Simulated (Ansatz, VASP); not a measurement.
## CdSe: VASP beside Ansatz

```
CELL_PARAMETERS angstrom
0.00000 2.27903 2.27903
2.27903 0.00000 2.27903
2.27903 2.27903 0.00000
ATOMIC_POSITIONS crystal
Cd 0.00000 0.00000 0.00000
Se 0.50000 0.50000 0.50000
```

Change from the starting cell: volume scaled by 0.55, PAW files, partial_waves polarizable.

Alike in both runs: task single point; functional LDA; k mesh 12 × 12 × 12; occupations fermi-dirac, width 0.05 eV; no spin polarisation.

|  | VASP | Ansatz |
| --- | --- | --- |
| version | VASP 6.6.1 | Ansatz 0.2.0 |
| potentials or method | VASP PAW LDA potentials, release 64 (Cd, Se) | PAW with Ansatz's default frozen-core files, scalar-relativistic |
| plane-wave cutoff (eV) | 520 | 420 |
| valence electrons in the cell | 18 | 36 |

|  | VASP | Ansatz | Ansatz less VASP |
| --- | --- | --- | --- |
| pressure (GPa) | 204.5 | 194.8 | -9.73 |

LDA's correlation is that of Perdew and Zunger in VASP and of Perdew and Wang (1992) in Ansatz. Both programs put the cell under a high pressure, so it lies far from rest at this level. VASP's potentials hold 18 valence electrons a cell and Ansatz's 36, so a difference there can come from the potentials and not from the codes.

Noted on VASP's run: the cell as given lies far from equilibrium.
